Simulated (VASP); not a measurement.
**MgB2: single point with PBEsol**

MgB2:

```
Mg B
1.0
     3.06901    0.00000    0.00000
    -1.53451    2.65784    0.00000
     0.00000    0.00000    3.48329
Mg B
1 2
Direct
  0.00000 0.00000 0.00000
  0.66667 0.33333 0.50000
  0.33333 0.66667 0.50000
```

```
Program             : VASP 6.6.1
Task                : single point
Functional          : PBEsol
Potentials or basis : VASP PAW PBE potentials, release 64 (Mg, B)
Cutoff              : 520 eV
k mesh              : 10 × 10 × 8
Occupations         : fermi-dirac, width 0.05 eV
Spin                : no spin polarisation
```

| Quantity | Value |
| --- | --- |
| Pressure | 0.0 GPa |
| Band gap on the k mesh | zero (band 4 reaches 6.53 eV, above the bottom of band 5 at 3.97 eV) |

Stress tensor (GPa, compression positive):
```
 0.09  0.00  0.00
 0.00  0.09  0.00
 0.00  0.00 -0.16
```

Levels at points of the mesh, in eV from the Fermi level:
| k point | band 1 | band 2 | band 3 | band 4 | band 5 | band 6 | band 7 | band 8 | band 9 |
| --- | --- | --- | --- | --- | --- | --- | --- | --- | --- |
| (0.00, 0.00, 0.00) | -12.58 | -2.97 | 0.32 | 0.32 | 1.72 | 6.26 | 6.26 | 8.20 | 10.05 |
| (0.50, 0.00, 0.00) | -8.63 | -7.98 | -2.25 | 0.20 | 3.11 | 3.79 | 5.42 | 7.28 | 12.71 |
| (0.00, 0.00, 0.50) | -11.24 | -7.59 | 0.72 | 0.72 | 6.60 | 6.60 | 7.95 | 10.10 | 10.24 |
| (0.50, 0.00, 0.50) | -7.60 | -7.03 | -3.70 | -1.95 | -1.40 | 5.74 | 8.84 | 8.90 | 13.33 |

It took 15 s on 1 thread of AMD EPYC 7R43 64-Core Processor (Zen 3) (shared host), peak memory 0.12 GiB.

Caveat: the PAW data sets were made with another functional, which shifts forces and pressure a little.
